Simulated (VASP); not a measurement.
Here is a VASP 6.6.1 calculation.

File INCAR:

```
SYSTEM = Nb3Pd
PREC = Accurate
ENCUT = 520
EDIFF = 1E-6
ISMEAR = 1
SIGMA = 0.1
LREAL = .False.
LASPH = .True.
NELM = 80
ALGO = Normal
ISIF = 2
LWAVE = .False.
LCHARG = .False.
GGA = CA
NBANDS = 32
```

The input KPOINTS:

```
regular mesh
0
Gamma
  11 11 4
  0 0 0
```

Contents of POSCAR:

```
Nb3Pd
1.0
    1.6783698209     -2.1712508517      0.0000000000
    1.6783698209      2.1712508517      0.0000000000
    0.0000000000      0.0000000000      8.9323007729
Nb Pd
3 1
Direct
    0.5000000000      0.5000000000      0.7600269823
    0.0000000000      0.0000000000      0.5000000000
    0.5000000000      0.5000000000      0.2399730177
    0.0000000000      0.0000000000      0.0000000000
```

Potentials or basis: VASP PAW LDA potentials, release 64 (Nb_sv, Pd).

Command:

```console
$ cat potpaw_LDA.64/Nb_sv/POTCAR potpaw_LDA.64/Pd/POTCAR > POTCAR
$ mpirun -np 1 vasp_std > vasp.out
```

(1) Estimate the largest force.

(2) Predict the pressure.

Answers

(1) 0.007 eV/Å.

(2) 0.5 GPa.
